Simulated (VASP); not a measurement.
# MgO (Fm-3m) in VASP: notebook, part 2 of 2

VASP 6.6.1. Earlier steps stand in the parts before.

### Step 3. Single point, PBE

INCAR

```
ALGO     = Normal         # electronic algorithm
EDIFF    = 1E-6           # SCF threshold, eV
ENCUT    = 600            # plane-wave cutoff, eV
GGA      = PE             # functional
GGA_COMPAT= False        
ISIF     = 2              # what is computed and relaxed
ISMEAR   = 0              # smearing method
LASPH    = True           # aspherical terms in the spheres
LCHARG   = False          # write CHGCAR
LREAL    = False          # projectors in reciprocal space
LWAVE    = False          # write WAVECAR
NBANDS   = 11             # bands
NELM     = 120            # most SCF steps
PREC     = Accurate       # precision mode
SIGMA    = 0.01           # smearing width, eV
```

KPOINTS

```
k-points
0
Gamma
  4 4 4
```

POSCAR

```
MgO
1.0
    0.0000000000      2.0477857736      2.0477857736
    2.0477857736      0.0000000000      2.0477857736
    2.0477857736      2.0477857736      0.0000000000
Mg O
1 1
Direct
    0.0000000000      0.0000000000      0.0000000000
    0.5000000000      0.5000000000      0.5000000000
```

Potentials or basis: VASP PAW PBE potentials, release 64 (Mg, O).

Started as:

```
cat potpaw_PBE.64/Mg/POTCAR potpaw_PBE.64/O/POTCAR > POTCAR
mpirun -np 1 vasp_std > vasp.out
```

OUTCAR:

```text
EDIFF = 1E-6
   ENCUT = 600
   GGA = PE
   ISIF = 2
   ISMEAR = 0
   LASPH = True
   LREAL = False
   NELM = 120
   PREC = Accurate

 ion  position               nearest neighbor table
   1  0.000  0.000  0.000-   2 2.05   2 2.05   2 2.05   2 2.05   2 2.05   2 2.05
   2  0.500  0.500  0.500-   1 2.05   1 2.05   1 2.05   1 2.05   1 2.05   1 2.05

  LATTYP: Found a face centered cubic cell.
 ALAT       =     4.0955715472

  Lattice vectors:

 A1 = (   0.0000000000,   2.0477857736,   2.0477857736)
 A2 = (   2.0477857736,   0.0000000000,   2.0477857736)
 A3 = (   2.0477857736,   2.0477857736,   0.0000000000)

Analysis of symmetry for initial positions (statically):
=====================================================================
 Subroutine PRICEL returns:
 Original cell was already a primitive cell.

 Routine SETGRP: Setting up the symmetry group for a
 face centered cubic supercell.

 Subroutine GETGRP returns: Found 48 space group operations
 (whereof 48 operations were pure point group operations)
 out of a pool of 48 trial point group operations.

The static configuration has the point symmetry O_h .

Analysis of symmetry for dynamics (positions and initial velocities):
=====================================================================
 Subroutine PRICEL returns:
 Original cell was already a primitive cell.

 Routine SETGRP: Setting up the symmetry group for a
 face centered cubic supercell.

 Subroutine GETGRP returns: Found 48 space group operations
 (whereof 48 operations were pure point group operations)
 out of a pool of 48 trial point group operations.

The dynamic configuration has the point symmetry O_h .

 Subroutine INISYM returns: Found 48 space group operations
 (whereof 48 operations are pure point group operations),
 and found     1 'primitive' translations

----------------------------------------------------------------------------------------

                                     Primitive cell

  volume of cell :      17.1745

  direct lattice vectors                    reciprocal lattice vectors
     0.000000000  2.047785774  2.047785774    -0.244166165  0.244166165  0.244166165
     2.047785774  0.000000000  2.047785774     0.244166165 -0.244166165  0.244166165
     2.047785774  2.047785774  0.000000000     0.244166165  0.244166165 -0.244166165

  length of vectors
     2.896006414  2.896006414  2.896006414     0.422908204  0.422908204  0.422908204

  position of ions in fractional coordinates (direct lattice)
     0.000000000  0.000000000  0.000000000
     0.500000000  0.500000000  0.500000000

  ion indices of the primitive-cell ions
   primitive index   ion index
                 1           1
                 2           2

----------------------------------------------------------------------------------------

 KPOINTS: k-points

Automatic generation of k-mesh.
 Grid dimensions read from file:
 generate k-points for:    4    4    4

 Generating k-lattice:

  Cartesian coordinates                     Fractional coordinates (reciprocal lattice)
    -0.061041541  0.061041541  0.061041541     0.250000000  0.000000000  0.000000000
     0.061041541 -0.061041541  0.061041541     0.000000000  0.250000000  0.000000000
     0.061041541  0.061041541 -0.061041541     0.000000000  0.000000000  0.250000000

  Length of vectors
     0.105727051  0.105727051  0.105727051

  Shift w.r.t. Gamma in fractional coordinates (k-lattice)
     0.000000000  0.000000000  0.000000000

 Subroutine IBZKPT returns following result:
 ===========================================

 Found      8 irreducible k-points:

 Following reciprocal coordinates:
            Coordinates               Weight
  0.000000  0.000000  0.000000      1.000000
  0.250000  0.000000  0.000000      8.000000
  0.500000  0.000000  0.000000      4.000000
  0.250000  0.250000  0.000000      6.000000
  0.500000  0.250000  0.000000     24.000000
 -0.250000  0.250000  0.000000     12.000000
  0.500000  0.500000  0.000000      3.000000
 -0.250000  0.500000  0.250000      6.000000
   k-points           NKPTS =      8   k-points in BZ     NKDIM =      8   number of bands    NBANDS=     11
   number of dos      NEDOS =    301   number of ions     NIONS =      2
   total plane-waves  NPLWV =  13824
   dimension x,y,z NGX =    24 NGY =   24 NGZ =   24
   dimension x,y,z NGXF=    48 NGYF=   48 NGZF=   48
   ions per type =               1   1
   NGX,Y,Z   is equivalent  to a cutoff of  13.78, 13.78, 13.78 a.u.
   NGXF,Y,Z  is equivalent  to a cutoff of  27.55, 27.55, 27.55 a.u.
 SYSTEM =  unknown system
   PREC   = accura    normal or accurate (medium, high low for compatibility)
   ISTART =      0    job   : 0-new  1-cont  2-samecut
   ICHARG =      2    charge: 1-file 2-atom 10-const
   ISPIN  =      1    spin polarized calculation?
   LNONCOLLINEAR =      F non collinear calculations
   LSORBIT =      F    spin-orbit coupling
   LASPH  =      T    aspherical Exc in radial PAW
   ENCUT  =  600.0 eV  44.10 Ry    6.64 a.u.   5.78  5.78  5.78*2*pi/ulx,y,z
   NELM   =    120;   NELMIN=  2; NELMDL= -5     # of ELM steps
   EDIFF  = 0.1E-05   stopping-criterion for ELM
   LREAL  =      F    real-space projection
   EDIFFG = 0.1E-04   stopping-criterion for IOM
   NSW    =      0    number of steps for IOM
   IBRION =     -1    ionic relax: 0-MD 1-quasi-New 2-CG
   NFREE  =      0    steps in history (QN), initial steepest desc. (CG)
   ISIF   =      2    stress and relaxation
   ISYM   =      2    0-nonsym 1-usesym 2-fastsym
   POTIM  = 0.5000    time-step for ionic-motion
   TEBEG  =    0.0;   TEEND  =   0.0 temperature during run
   PSTRESS=    0.0 pullay stress
   NELECT =       8.0000    total number of electrons
   NUPDOWN=      -1.0000    fix difference up-down
   EMIN   =  10.00;   EMAX   =-10.00  energy-range for DOS
   EFERMI =   0.00;   METHOD = LEGACY
   ISMEAR =     0;   SIGMA  =   0.01  broadening in eV -4-tet -1-fermi 0-gaus
   EFERMI_NEDOS =   21; number of points for ismear=-14 and -15
   IALGO  =     38    algorithm
   IMIX   =      4    mixing-type and parameters
     AMIX     =   0.40;   BMIX     =  1.00
     AMIX_MAG =   1.60;   BMIX_MAG =  1.00
  volume/ion in A,a.u.               =       8.59        57.95
  Fermi-wavevector in a.u.,A,eV,Ry     =   1.269045  2.398147 21.911841  1.610475
  Thomas-Fermi vector in A             =   2.402107
   LORBIT       =      0    0 simple, 1 ext, 2 COOP (PROOUT), +10 PAW based schemes
   GGA     = PE    functional components
   LHFCALC =     F    Hartree Fock is set to
   AEXX    =    0.0000 exact exchange contribution
   IVDW    =     0    specifies the selected vdW correction
   LEPSILON=     F    determine dielectric tensor
   LRPA    =     F    only Hartree local field effects (RPA)
 non-spin polarized calculation
 Gauss-broadening in eV      SIGMA  =   0.01
  energy-cutoff  :      600.00
  volume of cell :       17.17
 maximum number of plane-waves:       588
   NGX = 11   NGY = 11   NGZ = 11

 number of electron       7.9999997 magnetization

 Free energy of the ion-electron system (eV)
  ---------------------------------------------------
  ext. energy  EPLUGINS =         0.00000000
  ---------------------------------------------------
  free energy    TOTEN  =       -11.78337776 eV

  energy without entropy =      -11.78337776  energy(sigma->0) =      -11.78337776

 E-fermi :   4.0163     XC(G=0): -11.4811

 val. band max:        3.8619211729   @ k =   0.0000   0.0000   0.0000
 cond. band min:       9.4453547290   @ k =   0.0000   0.0000   0.0000
 fundamental gap:      5.5834335561
 Fermi energy:         4.0163490888

 k-point     1 :       0.0000    0.0000    0.0000
  band No.  band energies     occupation
      1     -13.8576      2.00000
      2       3.8619      2.00000
      3       3.8619      2.00000
      4       3.8619      2.00000
      5       9.4454      0.00000
      6      20.1250      0.00000
      7      20.1250      0.00000
      8      20.1250      0.00000
      9      24.2708      0.00000
     10      26.1448      0.00000
     11      26.1448      0.00000
[... 85 lines left out ...]
 k-point     8 :      -0.2500    0.5000    0.2500
  band No.  band energies     occupation
      1     -11.9913      2.00000
      2       0.6276      2.00000
      3       0.6276      2.00000
      4       1.9288      2.00000
      5      16.0820      0.00000
      6      16.0820      0.00000
      7      17.0799      0.00000
      8      20.5216      0.00000
      9      26.9880      0.00000
     10      26.9880      0.00000
     11      31.6300      0.00000

------------------------ aborting loop because EDIFF is reached ----------------------------------------

  FORCE on cell =-STRESS in cart. coord.  units (eV):
  Direction    XX          YY          ZZ          XY          YZ          ZX
  --------------------------------------------------------------------------------------
  -------------------------------------------------------------------------------------
  Total        2.1949108      2.1949108      2.1949108      0.0000000      0.0000000      0.0000000
  in kB      204.7594199    204.7594199    204.7594199      0.0000000      0.0000000      0.0000000
  external PRESSURE =     204.7594199 kB  Pullay stress =       0.0000000 kB

 VOLUME and BASIS-vectors are now :
 -----------------------------------------------------------------------------
  energy-cutoff  :      600.00
  volume of cell :       17.17
      direct lattice vectors                 reciprocal lattice vectors
     0.000000000  2.047785774  2.047785774    -0.244166165  0.244166165  0.244166165
     2.047785774  0.000000000  2.047785774     0.244166165 -0.244166165  0.244166165
     2.047785774  2.047785774  0.000000000     0.244166165  0.244166165 -0.244166165

 POSITION                                       TOTAL-FORCE (eV/Angst)
 -----------------------------------------------------------------------------------
      0.00000      0.00000      0.00000         0.000000      0.000000     -0.000000
      2.04779      2.04779      2.04779        -0.000000     -0.000000      0.000000
 -----------------------------------------------------------------------------------
    total drift:                               -0.000000     -0.000000      0.000000

  FREE ENERGIE OF THE ION-ELECTRON SYSTEM (eV)
  ---------------------------------------------------
  free  energy   TOTEN  =       -11.7833777559 eV

  energy  without entropy=      -11.7833777559  energy(sigma->0) =      -11.78337776
```

It took 3.2 s on 1 thread of Intel Xeon 6975P-C (Granite Rapids), shared host; peak memory 0.13 GiB.

Results:

```yaml
Free_energy: -11.7834 eV
Pressure: 20.5 GPa
Band_gap_on_the_k_mesh: 5.58 eV, direct
```

Caveat: the k points lie up to 0.66 Å⁻¹ apart. As with any semilocal functional, this PBE gap is likely too small.

### Step 4. Single point, PBE

This run uses another cell than the first one, of 8.96 Å³/atom, 1.043 times its volume.

INCAR

```
PREC     = Accurate       # precision mode
ENCUT    = 600            # plane-wave cutoff, eV
EDIFF    = 1E-6           # SCF threshold, eV
ISMEAR   = 0              # smearing method
SIGMA    = 0.01           # smearing width, eV
LREAL    = F              # projectors in reciprocal space
LASPH    = T              # aspherical terms in the spheres
NELM     = 120            # most SCF steps
ALGO     = Normal         # electronic algorithm
ISIF     = 2              # what is computed and relaxed
LWAVE    = F              # write WAVECAR
LCHARG   = F              # write CHGCAR
GGA      = PE             # functional
NBANDS   = 11             # bands
GGA_COMPAT= F
```

KPOINTS

```
Automatic mesh
0
Gamma
  4 4 4
```

POSCAR

```
MgO
1.0
    0.0000000000      2.0770438090      2.0770438090
    2.0770438090      0.0000000000      2.0770438090
    2.0770438090      2.0770438090      0.0000000000
Mg O
1 1
Direct
    0.0000000000      0.0000000000      0.0000000000
    0.5000000000      0.5000000000      0.5000000000
```

Started as:

```
cat potpaw_PBE.64/Mg/POTCAR potpaw_PBE.64/O/POTCAR > POTCAR
mpirun -np 1 vasp_std > vasp.out
```

It took 3.9 s on 1 thread of Intel Xeon 6975P-C (Granite Rapids), shared host; peak memory 0.13 GiB.

The run converged. Its results:

```yaml
Free_energy: -11.8592 eV
Pressure: 11.3 GPa
Band_gap_on_the_k_mesh: 5.14 eV, direct
```

Levels at points of the mesh, in eV from the valence-band top:
```tsv
k point	band 1	band 2	band 3	band 4	band 5	band 6	band 7	band 8
(0.00, 0.00, 0.00)	-17.48	0.00	0.00	0.00	5.14	16.02	16.02	16.02
(0.50, 0.00, 0.00)	-16.09	-4.81	-0.70	-0.70	8.16	13.08	16.73	16.73
(0.50, 0.50, 0.00)	-15.82	-4.26	-1.41	-1.41	9.16	10.42	13.55	19.61
```

Caveat: the k points lie up to 0.65 Å⁻¹ apart. PBE gaps usually lie below the measured ones, often by a third to a half.

### Step 5. Single point, PBE

This run uses another cell than the first one, of 8.96 Å³/atom, 1.043 times its volume.

INCAR

```
SYSTEM = MgO
ALGO = Normal
EDIFF = 1E-6
ENCUT = 600
GGA = PE
GGA_COMPAT = .False.
ISIF = 2
ISMEAR = 0
LASPH = .True.
LCHARG = .True.
LELF = .True.
LREAL = .False.
LVHAR = .True.
LWAVE = .False.
NBANDS = 11
NELM = 120
PREC = Accurate
SIGMA = 0.01
```

KPOINTS

```
k-points
0
Gamma
  4 4 4
  0 0 0
```

POSCAR is that of step 4.

Started as:

```
cat potpaw_PBE.64/Mg/POTCAR potpaw_PBE.64/O/POTCAR > POTCAR
mpirun -np 1 vasp_std > vasp.out
```

It took 4.5 s on 1 thread of Intel Xeon 6975P-C (Granite Rapids), shared host; peak memory 0.13 GiB.

It converged, with:

```yaml
Free_energy: -11.8592 eV
Pressure: 11.3 GPa
Band_gap_on_the_k_mesh: 5.14 eV, direct
```

Levels at points of the mesh, in eV from the valence-band top:
| k point | band 1 | band 2 | band 3 | band 4 | band 5 | band 6 | band 7 | band 8 |
| --- | --- | --- | --- | --- | --- | --- | --- | --- |
| (0.00, 0.00, 0.00) | -17.48 | 0.00 | 0.00 | 0.00 | 5.14 | 16.02 | 16.02 | 16.02 |
| (0.50, 0.00, 0.00) | -16.09 | -4.81 | -0.70 | -0.70 | 8.16 | 13.08 | 16.73 | 16.73 |
| (0.50, 0.50, 0.00) | -15.82 | -4.26 | -1.41 | -1.41 | 9.16 | 10.42 | 13.55 | 19.61 |

Caveat: the k points lie up to 0.65 Å⁻¹ apart. PBE gaps usually lie below the measured ones, often by a third to a half.

### Step 6. Single point, PBE

This run uses another cell than the first one, of 10.08 Å³/atom, 1.174 times its volume.

INCAR

```
ALGO     = Normal         # electronic algorithm
EDIFF    = 1E-6           # SCF threshold, eV
ENCUT    = 600            # plane-wave cutoff, eV
GGA      = PE             # functional
GGA_COMPAT= False        
ISIF     = 2              # what is computed and relaxed
ISMEAR   = 0              # smearing method
LASPH    = True           # aspherical terms in the spheres
LCHARG   = False          # write CHGCAR
LREAL    = False          # projectors in reciprocal space
LWAVE    = False          # write WAVECAR
NBANDS   = 11             # bands
NELM     = 120            # most SCF steps
PREC     = Accurate       # precision mode
SIGMA    = 0.01           # smearing width, eV
```

KPOINTS

```
k-points
0
Gamma
  4 4 4
```

POSCAR

```
MgO
1.0
    0.0000000000      2.1602126134      2.1602126134
    2.1602126134      0.0000000000      2.1602126134
    2.1602126134      2.1602126134      0.0000000000
Mg O
1 1
Direct
    0.0000000000      0.0000000000      0.0000000000
    0.5000000000      0.5000000000      0.5000000000
```

Potentials or basis: VASP PAW PBE potentials, release 64 (Mg, O).

Started as:

```
cat potpaw_PBE.64/Mg/POTCAR potpaw_PBE.64/O/POTCAR > POTCAR
mpirun -np 1 vasp_std > vasp.out
```

Run time: 3 s. Hardware: 1 thread of Intel Xeon 6975P-C (Granite Rapids), shared host; peak memory 0.13 GiB.

Results (log left out):

- Free energy: -11.8801 eV
- Pressure: -7.3 GPa
- Band gap on the k mesh: 4.01 eV, direct

Levels at points of the mesh, in eV from the valence-band top:
```csv
k point,band 1,band 2,band 3,band 4,band 5,band 6,band 7,band 8,band 9
"(0.00, 0.00, 0.00)",-16.89,0.00,0.00,0.00,4.01,15.35,15.35,15.35,19.08
"(0.50, 0.00, 0.00)",-15.79,-4.30,-0.57,-0.57,7.41,11.75,15.52,15.52,19.76
"(0.50, 0.50, 0.00)",-15.56,-3.79,-1.25,-1.25,9.01,9.15,12.30,17.83,17.83
```

Caveat: the k points lie up to 0.63 Å⁻¹ apart. PBE gaps usually lie below the measured ones, often by a third to a half.

### Step 7. Overview

```tsv
cell	gap on the mesh (eV)	pressure (GPa)
a = 2.896 Å, angles 60.0°, 2 atoms	5.58	20.5
a = 2.937 Å, angles 60.0°, 2 atoms	5.14	11.3
a = 3.055 Å, angles 60.0°, 2 atoms	4.01	-7.3
```

Alike in all rows: task single point; level PBE; potentials or basis VASP PAW PBE potentials, release 64 (Mg, O); no spin polarisation; k mesh 4 × 4 × 4; cutoff (eV) 600; smearing gaussian 0.01 eV.

Caveats: all runs use coarse meshes.

Total energies depend on the potentials used, so only differences within one code and one set of settings carry meaning.
